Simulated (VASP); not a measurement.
# FeNi (P4/mmm) in VASP: notebook, part 2 of 2

VASP 6.6.1. The steps go on from the part before.

## 5. Single point, PBEsol, collinear spin, ferromagnetic start (uniaxial strain along c: +2.0 %, then relaxed in part)

Contents of INCAR:

```
PREC     = Accurate       # precision mode
ENCUT    = 520            # plane-wave cutoff, eV
EDIFF    = 1E-7           # SCF threshold, eV
ISMEAR   = 0              # smearing method
SIGMA    = 0.1            # smearing width, eV
LREAL    = False          # projectors in reciprocal space
LASPH    = True           # aspherical terms in the spheres
NELM     = 150            # most SCF steps
ALGO     = Normal         # electronic algorithm
ISIF     = 2              # what is computed and relaxed
LWAVE    = False          # write WAVECAR
LCHARG   = False          # write CHGCAR
ISPIN    = 2              # spin polarisation
MAGMOM   = 2.79 0.75      # initial moments
LORBIT   = 11             # projections on sites
LMAXMIX  = 4              # l up to which the mixer works
GGA      = PS             # functional
NBANDS   = 20             # bands
```

Contents of KPOINTS:

```
Automatic mesh
0
Gamma
  16 16 12
```

Contents of POSCAR:

```
FeNi
1.0
    2.4506729992      0.0000000000      0.0000000000
    0.0000000000      2.4506729992      0.0000000000
    0.0000000000      0.0000000000      3.6035930396
Fe Ni
1 1
Direct
    0.0000000000      0.0000000000      0.0000000000
    0.5000000000      0.5000000000      0.5000000000
```

Potentials or basis: VASP PAW PBE potentials, release 64 (Fe, Ni).

Command:

```
$ cat potpaw_PBE.64/Fe/POTCAR potpaw_PBE.64/Ni/POTCAR > POTCAR
$ mpirun -np 1 vasp_std > vasp.out
```

OUTCAR:

```text
PREC = Accurate
   ENCUT = 520
   EDIFF = 1E-7
   ISMEAR = 0
   LREAL = False
   LASPH = True
   NELM = 150
   ISIF = 2
   ISPIN = 2
   LORBIT = 11
   GGA = PS

 ion  position               nearest neighbor table
   1  0.000  0.000  0.000-   2 2.50   2 2.50   2 2.50   2 2.50   2 2.50   2 2.50   2 2.50   2 2.50

   2  0.500  0.500  0.500-   1 2.50   1 2.50   1 2.50   1 2.50   1 2.50   1 2.50   1 2.50   1 2.50

  LATTYP: Found a simple tetragonal cell.
 ALAT       =     2.4506729992
 C/A-ratio  =     1.4704503786

  Lattice vectors:

 A1 = (   2.4506729992,   0.0000000000,   0.0000000000)
 A2 = (   0.0000000000,   2.4506729992,   0.0000000000)
 A3 = (   0.0000000000,   0.0000000000,   3.6035930396)

Analysis of symmetry for initial positions (statically):
=====================================================================
 Subroutine PRICEL returns:
 Original cell was already a primitive cell.

 Routine SETGRP: Setting up the symmetry group for a
 simple tetragonal supercell.

 Subroutine GETGRP returns: Found 16 space group operations
 (whereof 16 operations were pure point group operations)
 out of a pool of 16 trial point group operations.

The static configuration has the point symmetry D_4h.

Analysis of symmetry for dynamics (positions and initial velocities):
=====================================================================
 Subroutine PRICEL returns:
 Original cell was already a primitive cell.

 Routine SETGRP: Setting up the symmetry group for a
 simple tetragonal supercell.

 Subroutine GETGRP returns: Found 16 space group operations
 (whereof 16 operations were pure point group operations)
 out of a pool of 16 trial point group operations.

The dynamic configuration has the point symmetry D_4h.

Analysis of structural, dynamic, and magnetic symmetry:
=====================================================================
 Subroutine PRICEL returns:
 Original cell was already a primitive cell.

 Routine SETGRP: Setting up the symmetry group for a
 simple tetragonal supercell.

[... 140 lines left out ...]
   NGX =  9   NGY =  9   NGZ = 13

 number of electron      18.0000003 magnetization       3.1254404

 Free energy of the ion-electron system (eV)
  ---------------------------------------------------
  ext. energy  EPLUGINS =         0.00000000
  ---------------------------------------------------
  free energy    TOTEN  =       -15.15867814 eV

  energy without entropy =      -15.15158037  energy(sigma->0) =      -15.15512926

 E-fermi :   7.8303     XC(G=0): -13.5062

 val. band max:        7.8246924070   @ k =   0.4375   0.4375   0.1667
 cond. band min:       7.8317602382   @ k =   0.4375   0.1875   0.2500
 fundamental gap:      0.0070678312
 Fermi energy:         7.8302653371

 spin component 1

 k-point     1 :       0.0000    0.0000    0.0000
  band No.  band energies     occupation
      1      -1.2502      1.00000
      2       2.5774      1.00000
      3       3.3170      1.00000
      4       5.1292      1.00000
      5       5.3539      1.00000
      6       5.3539      1.00000
[... 541 lines left out ...]
     19      35.6240      0.00000
     20      35.9762      0.00000

 [... further k-points ...]

 spin component 2

 k-point     1 :       0.0000    0.0000    0.0000
  band No.  band energies     occupation
      1      -1.1055      1.00000
      2       3.6325      1.00000
      3       4.4106      1.00000
      4       6.5196      1.00000
      5       6.5196      1.00000
      6       6.6605      1.00000
[... 541 lines left out ...]
     19      35.6810      0.00000
     20      36.4143      0.00000

 [... further k-points ...]
[... 5 lines left out ...]
  --------------------------------------------------------------------------------------
  -------------------------------------------------------------------------------------
  Total        0.0023593      0.0023593     -0.5723562      0.0000000      0.0000000     -0.0000000
  in kB        0.1746587      0.1746587    -42.3711713      0.0000000      0.0000000     -0.0000000
  external PRESSURE =     -14.0072846 kB  Pullay stress =       0.0000000 kB

 VOLUME and BASIS-vectors are now :
 -----------------------------------------------------------------------------
  energy-cutoff  :      520.00
  volume of cell :       21.64
      direct lattice vectors                 reciprocal lattice vectors
     2.450672999  0.000000000  0.000000000     0.408051176  0.000000000  0.000000000
     0.000000000  2.450672999  0.000000000     0.000000000  0.408051176  0.000000000
     0.000000000  0.000000000  3.603593040     0.000000000  0.000000000  0.277500813

 POSITION                                       TOTAL-FORCE (eV/Angst)
 -----------------------------------------------------------------------------------
      0.00000      0.00000      0.00000         0.000000      0.000000      0.000000
      1.22534      1.22534      1.80180         0.000000      0.000000      0.000000
 -----------------------------------------------------------------------------------
    total drift:                                0.000000     -0.000000     -0.000000

  FREE ENERGIE OF THE ION-ELECTRON SYSTEM (eV)
  ---------------------------------------------------
  free  energy   TOTEN  =       -15.1586781446 eV

  energy  without entropy=      -15.1515803667  energy(sigma->0) =      -15.15512926

 total charge

# of ion       s       p       d       tot
------------------------------------------
    1        0.494   0.540   6.227   7.261
    2        0.534   0.571   8.328   9.433
--------------------------------------------------
tot          1.027   1.111  14.555  16.693

 magnetization (x)

# of ion       s       p       d       tot
------------------------------------------
    1       -0.001  -0.019   2.534   2.513
    2       -0.027  -0.061   0.690   0.601
--------------------------------------------------
tot         -0.028  -0.081   3.223   3.114
```

stdout:

```text
POSCAR found type information on POSCAR FeNi
 POSCAR found :  2 types and       2 ions
 scaLAPACK will be used
 -----------------------------------------------------------------------------
|                                                                             |
|                                                                             |
|     You enforced a specific xc type in the INCAR file but a different       |
|     I HOPE YOU KNOW WHAT YOU ARE DOING!                                     |
|                                                                             |
 -----------------------------------------------------------------------------

 LDA part: xc-table for (Slater+PW92), standard interpolation
 POSCAR, INCAR and KPOINTS ok, starting setup
 FFT: planning ... GRIDC
 FFT: planning ... GRID_SOFT
 FFT: planning ... GRID
 WAVECAR not read
 entering main loop
```

It took 3.3 min on 1 thread of Intel Xeon Platinum 8488C (Sapphire Rapids), shared host; peak memory 0.31 GiB.

Results:

- Free energy: -15.1587 eV
- Pressure: -1.4 GPa
- Net moment: 3.13 μB per cell
- Site moments: Fe +2.51; Ni +0.60 μB
- Valence electrons inside the program's atomic spheres: Fe 7.26; Ni 9.43

Caveat: the cell differs from its parent crystal (uniaxial strain along c: +2.0 %, then relaxed in part); the PAW data sets were made with another functional, which shifts forces and pressure a little.

## 6. Single point, PBEsol, collinear spin, ferromagnetic start (uniaxial strain along c: +2.0 %)

Contents of INCAR:

```
ALGO = Fast
EDIFF = 1E-6
ENCUT = 520
GGA = PS
ISIF = 2
ISMEAR = 0
ISPIN = 2
LASPH = T
LCHARG = F
LMAXMIX = 4
LORBIT = 11
LREAL = F
LWAVE = F
MAGMOM = 2.79 0.75
NBANDS = 20
NELM = 150
PREC = Accurate
SIGMA = 0.1
```

Contents of KPOINTS:

```
k-points
0
Gamma
  16 16 12
```

Contents of POSCAR:

```
FeNi
1.0
    2.4558030862      0.0000000000      0.0000000000
    0.0000000000      2.4558030862      0.0000000000
    0.0000000000      0.0000000000      3.6035930396
Fe Ni
1 1
Direct
    0.0000000000      0.0000000000      0.0000000000
    0.5000000000      0.5000000000      0.5000000000
```

Potentials or basis: VASP PAW PBE potentials, release 64 (Fe, Ni).

Command:

```
$ cat potpaw_PBE.64/Fe/POTCAR potpaw_PBE.64/Ni/POTCAR > POTCAR
$ mpirun -np 1 vasp_std > vasp.out
```

OUTCAR:

```text
EDIFF = 1E-6
   ENCUT = 520
   GGA = PS
   ISIF = 2
   ISMEAR = 0
   ISPIN = 2
   LASPH = T
   LORBIT = 11
   LREAL = F
   NELM = 150
   PREC = Accurate

 ion  position               nearest neighbor table
   1  0.000  0.000  0.000-   2 2.50   2 2.50   2 2.50   2 2.50   2 2.50   2 2.50   2 2.50   2 2.50

   2  0.500  0.500  0.500-   1 2.50   1 2.50   1 2.50   1 2.50   1 2.50   1 2.50   1 2.50   1 2.50

  LATTYP: Found a simple tetragonal cell.
 ALAT       =     2.4558030862
 C/A-ratio  =     1.4673786591

  Lattice vectors:

 A1 = (   2.4558030862,   0.0000000000,   0.0000000000)
 A2 = (   0.0000000000,   2.4558030862,   0.0000000000)
 A3 = (   0.0000000000,   0.0000000000,   3.6035930396)

Analysis of symmetry for initial positions (statically):
=====================================================================
 Subroutine PRICEL returns:
 Original cell was already a primitive cell.

 Routine SETGRP: Setting up the symmetry group for a
 simple tetragonal supercell.

 Subroutine GETGRP returns: Found 16 space group operations
 (whereof 16 operations were pure point group operations)
 out of a pool of 16 trial point group operations.

The static configuration has the point symmetry D_4h.

Analysis of symmetry for dynamics (positions and initial velocities):
=====================================================================
 Subroutine PRICEL returns:
 Original cell was already a primitive cell.

 Routine SETGRP: Setting up the symmetry group for a
 simple tetragonal supercell.

 Subroutine GETGRP returns: Found 16 space group operations
 (whereof 16 operations were pure point group operations)
 out of a pool of 16 trial point group operations.

The dynamic configuration has the point symmetry D_4h.

Analysis of structural, dynamic, and magnetic symmetry:
=====================================================================
 Subroutine PRICEL returns:
[... 142 lines left out ...]
 Gauss-broadening in eV      SIGMA  =   0.10
  energy-cutoff  :      520.00
  volume of cell :       21.73
 maximum number of plane-waves:       609
   NGX =  9   NGY =  9   NGZ = 13

 number of electron      18.0000005 magnetization       3.1390543

 Free energy of the ion-electron system (eV)
  ---------------------------------------------------
  ext. energy  EPLUGINS =         0.00000000
  ---------------------------------------------------
  free energy    TOTEN  =       -15.15842637 eV

  energy without entropy =      -15.15126761  energy(sigma->0) =      -15.15484699

 E-fermi :   7.7831     XC(G=0): -13.4815

 val. band max:        7.7816847888   @ k =   0.3125   0.1875   0.0000
 cond. band min:       7.7837773850   @ k =   0.3125   0.1875   0.2500
 fundamental gap:      0.0020925962
 Fermi energy:         7.7830721491

 spin component 1

 k-point     1 :       0.0000    0.0000    0.0000
  band No.  band energies     occupation
      1      -1.2752      1.00000
      2       2.5495      1.00000
      3       3.2833      1.00000
      4       5.0947      1.00000
      5       5.3043      1.00000
      6       5.3043      1.00000
[... 541 lines left out ...]
     19      35.5193      0.00000
     20      36.0621      0.00000

 [... further k-points ...]

 spin component 2

 k-point     1 :       0.0000    0.0000    0.0000
  band No.  band energies     occupation
      1      -1.1305      1.00000
      2       3.6108      1.00000
      3       4.3842      1.00000
      4       6.4753      1.00000
      5       6.4753      1.00000
      6       6.6373      1.00000
[... 541 lines left out ...]
     19      35.5763      0.00000
     20      36.2672      0.00000

 [... further k-points ...]
[... 5 lines left out ...]
  --------------------------------------------------------------------------------------
  -------------------------------------------------------------------------------------
  Total       -0.1269557     -0.1269557     -0.6667678      0.0000000      0.0000000     -0.0000000
  in kB       -9.3592232     -9.3592232    -49.1544004      0.0000000      0.0000000     -0.0000000
  external PRESSURE =     -22.6242823 kB  Pullay stress =       0.0000000 kB

 VOLUME and BASIS-vectors are now :
 -----------------------------------------------------------------------------
  energy-cutoff  :      520.00
  volume of cell :       21.73
      direct lattice vectors                 reciprocal lattice vectors
     2.455803086  0.000000000  0.000000000     0.407198772  0.000000000  0.000000000
     0.000000000  2.455803086  0.000000000     0.000000000  0.407198772  0.000000000
     0.000000000  0.000000000  3.603593040     0.000000000  0.000000000  0.277500813

 POSITION                                       TOTAL-FORCE (eV/Angst)
 -----------------------------------------------------------------------------------
      0.00000      0.00000      0.00000         0.000000      0.000000      0.000000
      1.22790      1.22790      1.80180         0.000000      0.000000      0.000000
 -----------------------------------------------------------------------------------
    total drift:                                0.000000     -0.000000     -0.000000

  FREE ENERGIE OF THE ION-ELECTRON SYSTEM (eV)
  ---------------------------------------------------
  free  energy   TOTEN  =       -15.1584263720 eV

  energy  without entropy=      -15.1512676117  energy(sigma->0) =      -15.15484699

 total charge

# of ion       s       p       d       tot
------------------------------------------
    1        0.492   0.536   6.223   7.251
    2        0.532   0.567   8.326   9.425
--------------------------------------------------
tot          1.024   1.103  14.549  16.676

 magnetization (x)

# of ion       s       p       d       tot
------------------------------------------
    1       -0.001  -0.019   2.547   2.527
    2       -0.027  -0.061   0.691   0.603
--------------------------------------------------
tot         -0.028  -0.081   3.238   3.129
```

OSZICAR:

```text
N       E                     dE             d eps       ncg     rms          rms(c)
DAV:   1     0.832580449156E+02    0.83258E+02   -0.81073E+03 27724   0.121E+03
DAV:   2    -0.131047435320E+02   -0.96363E+02   -0.86530E+02 25504   0.218E+02
DAV:   3    -0.175552701085E+02   -0.44505E+01   -0.42590E+01 28348   0.568E+01
DAV:   4    -0.176012743585E+02   -0.46004E-01   -0.45970E-01 28656   0.531E+00
DAV:   5    -0.176023449075E+02   -0.10705E-02   -0.10705E-02 28288   0.804E-01    0.164E+01
RMM:   6    -0.156746518541E+02    0.19277E+01   -0.80799E+00 30060   0.313E+01    0.105E+01
RMM:   7    -0.162605026693E+02   -0.58585E+00   -0.10753E+00 29320   0.111E+01    0.169E+01
RMM:   8    -0.152070047562E+02    0.10535E+01   -0.23820E-01 29855   0.545E+00    0.472E+00
RMM:   9    -0.151715187690E+02    0.35486E-01   -0.13409E-02 31808   0.957E-01    0.192E+00
RMM:  10    -0.151596146989E+02    0.11904E-01   -0.54353E-03 32908   0.503E-01    0.669E-01
RMM:  11    -0.151583935669E+02    0.12211E-02   -0.12453E-03 34822   0.353E-01    0.248E-01
RMM:  12    -0.151584148793E+02   -0.21312E-04   -0.33558E-04 35085   0.156E-01    0.885E-02
RMM:  13    -0.151584227207E+02   -0.78414E-05   -0.82886E-05 37150   0.575E-02    0.412E-02
RMM:  14    -0.151584265056E+02   -0.37849E-05   -0.15136E-05 37397   0.233E-02    0.231E-02
RMM:  15    -0.151584263720E+02    0.13359E-06   -0.22791E-06 27222   0.103E-02
   1 F= -.15158426E+02 E0= -.15154847E+02  d E =-.715876E-02  mag=     3.1397
```

It took 2.8 min on 1 thread of Intel Xeon Platinum 8488C (Sapphire Rapids), shared host; peak memory 0.31 GiB.

What came out:

* Free energy: -15.1584 eV
* Pressure: -2.3 GPa
* Net moment: 3.14 μB per cell
* Site moments: Fe +2.53; Ni +0.60 μB
* Valence electrons inside the program's atomic spheres: Fe 7.25; Ni 9.43

Caveat: the cell differs from its parent crystal (uniaxial strain along c: +2.0 %); the PAW data sets were made with another functional, which shifts forces and pressure a little.

## 7. Overview

```csv
cell,gap on the mesh (eV),pressure (GPa),moment (μB)
"a = 2.443, b = 2.443, c = 3.566 Å, 2 atoms",none,2.1,3.10
"a = 2.468, b = 2.468, c = 3.533 Å, 2 atoms",none,0.1,3.16
"a = 2.493, b = 2.493, c = 3.500 Å, 2 atoms",none,-1.7,3.21
"a = 2.451, b = 2.451, c = 3.604 Å, 2 atoms",none,-1.4,3.13
"a = 2.456, b = 2.456, c = 3.604 Å, 2 atoms",none,-2.3,3.14
```

Alike in all rows: task single point; level PBEsol; potentials or basis VASP PAW PBE potentials, release 64 (Fe, Ni); spin collinear, ferromagnetic start; k mesh 16 × 16 × 12; cutoff (eV) 520; smearing gaussian 0.1 eV.

Caveats: the PAW data sets were made with another functional, which shifts forces and pressure a little.

Total energies depend on the potentials used, so only differences within one code and one set of settings carry meaning.
